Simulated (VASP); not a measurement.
Set up this calculation in VASP 6.6.1, as the native input.

```
Task                   : single point
Functional             : PBE
Potentials or basis    : VASP PAW PBE potentials, release 64 (Si, O)
Cutoff                 : 520 eV
k mesh                 : 6 × 6 × 2
Occupations            : gaussian, width 0.1 eV
Spin                   : no spin polarisation
Dipole correction      : no
Further INCAR settings : ALGO = Normal; EDIFF = 1e-06; NBANDS = 20
```

The structure of Si3O2 lies in POSCAR:

```
Si3O2
1.0
    2.7675791748      0.0000000000      0.0000000000
    0.0000000000      2.7675791748      0.0000000000
    0.0000000000      0.0000000000      8.3929446731
Si O
3 2
Direct
    0.0000000000      0.0000000000      0.3029043742
    0.0000000000      0.0000000000      0.6970956258
    0.0000000000      0.0000000000      0.0000000000
    0.0000000000      0.0000000000      0.5000000000
    0.5000000000      0.5000000000      0.0000000000
```

These files were run (other wordings do the same):

INCAR

```
SYSTEM = Si3O2
PREC = Accurate
ENCUT = 520
EDIFF = 1E-6
ISMEAR = 0
SIGMA = 0.1
LREAL = .FALSE.
LASPH = .TRUE.
NELM = 60
ALGO = Normal
ISIF = 2
LWAVE = .FALSE.
LCHARG = .FALSE.
GGA = PE
NBANDS = 20
```

KPOINTS

```
Automatic mesh
0
G
  6 6 2
  0 0 0
```

Potentials or basis: VASP PAW PBE potentials, release 64 (Si, O).

Run with:

```sh
$ cat potpaw_PBE.64/Si/POTCAR potpaw_PBE.64/O/POTCAR > POTCAR
$ mpirun -np 1 vasp_std > vasp.out
```

It gave:

| Quantity | Value |
| --- | --- |
| Pressure | 0.0 GPa |
| Largest force | 0.037 eV/Å |
| Band gap on the k mesh | zero (band 12 reaches 8.75 eV, above the bottom of band 13 at 6.95 eV) |

Caveat: the k points lie up to 0.38 Å⁻¹ apart.

Wall time 52 s on 1 thread of AMD EPYC 7571 (shared host), peak memory 0.15 GiB.
